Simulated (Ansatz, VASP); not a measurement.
**Two plane-wave programs on CdSe**

```
Cd Se
1.0
     0.00000    3.07027    3.07027
     3.07027    0.00000    3.07027
     3.07027    3.07027    0.00000
Cd Se
1 1
Direct
  0.93250 0.02250 0.02250
  0.31750 0.22750 0.22750
```

Change from the starting cell: shortest bond scaled by 0.82, PAW files.

Alike in both runs: task electric field gradients; functional PBEsol; k mesh 7 × 7 × 7; occupations fermi-dirac, width 0.03 eV; no spin polarisation.

|  | VASP | Ansatz |
| --- | --- | --- |
| version | VASP 6.6.1 | Ansatz 0.2.0 |
| potentials or method | VASP PAW PBE potentials, release 64 (Cd, Se) | PAW with Ansatz's default frozen-core files, scalar-relativistic |
| plane-wave cutoff (eV) | 520 | 420 |
| valence electrons in the cell | 18 | 36 |

|  | VASP | Ansatz | Ansatz less VASP |
| --- | --- | --- | --- |
| pressure (GPa) | 6.8 | 6.3 | -0.54 |
| traceless stress, the component that is largest in VASP (GPa) | -10.82 | -10.42 | +0.396 |
| rms of the force components (eV/Å) | 3.481 | 3.370 | -0.1118 |
| size of Vzz on the site where it differs most (V/Å²) | 231.0 | 175.4 | -55.56 |

VASP's potentials were made for PBE, not for PBEsol. Atom by atom the forces differ by 0.112 eV/Å (rms over components). With one functional, cell and mesh, what is left measures potentials, basis and numerics. VASP's potentials hold 18 valence electrons a cell and Ansatz's 36, so a difference there can come from the potentials and not from the codes.
